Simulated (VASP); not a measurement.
Wanted: the native input for a VASP 6.6.1 run.

| Property | Result |
| --- | --- |
| Task | single point |
| Functional | r2SCAN |
| Dispersion | rVV10 |
| Potentials or basis | VASP PAW PBE potentials, release 64 (Li_sv, Se, Sc_sv) |
| Cutoff | 830 eV |
| k mesh | 6 × 4 × 4 |
| Occupations | fermi-dirac, width 0.03 eV |
| Spin | no spin polarisation |
| Dipole correction | no |
| Further INCAR settings | ALGO = Normal; EDIFF = 1e-06; NBANDS = 36 |

LiScSe2:

```xyz
8
Lattice="3.8388 0.0000 0.0000 0.0000 5.4134 0.0000 0.0000 0.0000 7.8744" Properties=species:S:1:pos:R:3 pbc="T T T"
Li    0.0000    0.0000    7.0151
Li    1.9194    2.7067    0.8593
Se    0.0000    2.7067    6.8296
Se    1.9194    0.0000    1.0447
Se    0.0000    2.7067    3.0587
Se    1.9194    0.0000    4.8156
Sc    0.0000    0.0000    2.8385
Sc    1.9194    2.7067    5.0359
```

These files were run (other wordings do the same):

POSCAR

```
LiScSe2
1.0
    3.8388408618      0.0000000000      0.0000000000
    0.0000000000      5.4134442016      0.0000000000
    0.0000000000      0.0000000000      7.8743514758
Li Se Sc
2 4 2
Direct
    0.0000000000      0.0000000000      0.8908736524
    0.5000000000      0.5000000000      0.1091263476
    0.0000000000      0.5000000000      0.8673229309
    0.5000000000      0.0000000000      0.1326770691
    0.0000000000      0.5000000000      0.3884394113
    0.5000000000      0.0000000000      0.6115605887
    0.0000000000      0.0000000000      0.3604694178
    0.5000000000      0.5000000000      0.6395305822
```

INCAR.step1

```
SYSTEM = LiScSe2
  PREC = Accurate
  ENCUT = 830
  ISMEAR = -1
  SIGMA = 0.03
  LREAL = .False.
  LASPH = .True.
  NELM = 120
  NBANDS = 36
  GGA = PE
  ALGO = Normal
  EDIFF = 1E-5
  LWAVE = .True.
  LCHARG = .False.
  GGA_COMPAT = .False.
```

INCAR.step2

```
SYSTEM = LiScSe2
  PREC = Accurate
  ENCUT = 830
  EDIFF = 1E-6
  ISMEAR = -1
  SIGMA = 0.03
  LREAL = .False.
  LASPH = .True.
  NELM = 120
  ALGO = Normal
  ISIF = 2
  LWAVE = .False.
  LCHARG = .True.
  METAGGA = R2SCAN
  LMIXTAU = .True.
  LUSE_VDW = .True.
  IVDW_NL = 2
  BPARAM = 11.95
  CPARAM = 0.0093
  LELF = .True.
  LVHAR = .True.
  NBANDS = 36
  ISTART = 1
  GGA_COMPAT = .False.
```

KPOINTS

```
Automatic mesh
0
Gamma
  6 4 4
  0 0 0
```

Potentials or basis: VASP PAW PBE potentials, release 64 (Li_sv, Se, Sc_sv).

Command:

```bash
$ cat potpaw_PBE.64/Li_sv/POTCAR potpaw_PBE.64/Se/POTCAR potpaw_PBE.64/Sc_sv/POTCAR > POTCAR
$ cp INCAR.step1 INCAR
$ mpirun -np 1 vasp_std > vasp.out
$ cp INCAR.step2 INCAR
$ mpirun -np 1 vasp_std > vasp.out
```

It gave:

* Pressure: 0.2 GPa
* Largest force: 0.068 eV/Å
* Band gap on the k mesh: 1.43 eV (least direct gap 1.47 eV)

Caveat: the PAW data sets were made with another functional, which shifts forces and pressure a little.

Run time: 19 min on 1 thread of AMD EPYC 9R45 96-Core Processor (Zen 5), on a shared host, peak memory 1.2 GiB.
